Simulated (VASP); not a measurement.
Na2HgRhF6: single point with PBE

Na2HgRhF6:

```xyz
10
Lattice="0.0000 4.4252 4.4252 4.4252 0.0000 4.4252 4.4252 4.4252 0.0000" Properties=species:S:1:pos:R:3 pbc="T T T"
Na    2.2126    2.2126    2.2126
Na    6.6378    6.6378    6.6378
Hg    4.4252    4.4252    4.4252
Rh    0.0000    0.0000    0.0000
F     4.4252    4.4252    2.0381
F     6.8123    4.4252    4.4252
F     4.4252    4.4252    6.8123
F     4.4252    2.0381    4.4252
F     4.4252    6.8123    4.4252
F     2.0381    4.4252    4.4252
```

```
Program                : VASP 6.6.1
Task                   : single point
Functional             : PBE
Potentials or basis    : VASP PAW PBE potentials, release 64 (Na_pv, Hg, Rh_pv, F)
Cutoff                 : 520 eV
k mesh                 : 5 × 5 × 5
Occupations            : methfessel-paxton, width 0.1 eV
Spin                   : no spin polarisation
Dipole correction      : no
Further INCAR settings : ALGO = Normal; EDIFF = 1e-06; NBANDS = 52
```

| Item | Value |
| --- | --- |
| Pressure | -0.6 GPa |
| Largest force | 0.194 eV/Å |

Forces on the atoms (eV/Å):
```
Na   0.000  0.000  0.000
Na   0.000  0.000  0.000
Hg   0.000  0.000  0.000
Rh   0.000  0.000  0.000
F    0.000  0.000 -0.194
F    0.194  0.000  0.000
F    0.000  0.000  0.194
F    0.000 -0.194  0.000
F    0.000  0.194  0.000
F   -0.194  0.000  0.000
```

Levels at points of the mesh, in eV from the Fermi level:
```csv
k point,band 38,band 39,band 40,band 41,band 42,band 43,band 44,band 45,band 46,band 47
"(0.00, 0.00, 0.00)",-3.65,-0.55,-0.55,-0.55,-0.30,1.82,1.82,3.64,5.17,6.47
```

Wall time 55 s on 1 thread of Intel(R) Xeon(R) 6975P-C (Granite Rapids) (shared host), peak memory 0.36 GiB.

Caveat: spin-orbit coupling is left out, which moves the levels of the heavy elements; an odd number of electrons without spin polarisation forces a metal; a magnetic or distorted state may lie lower.
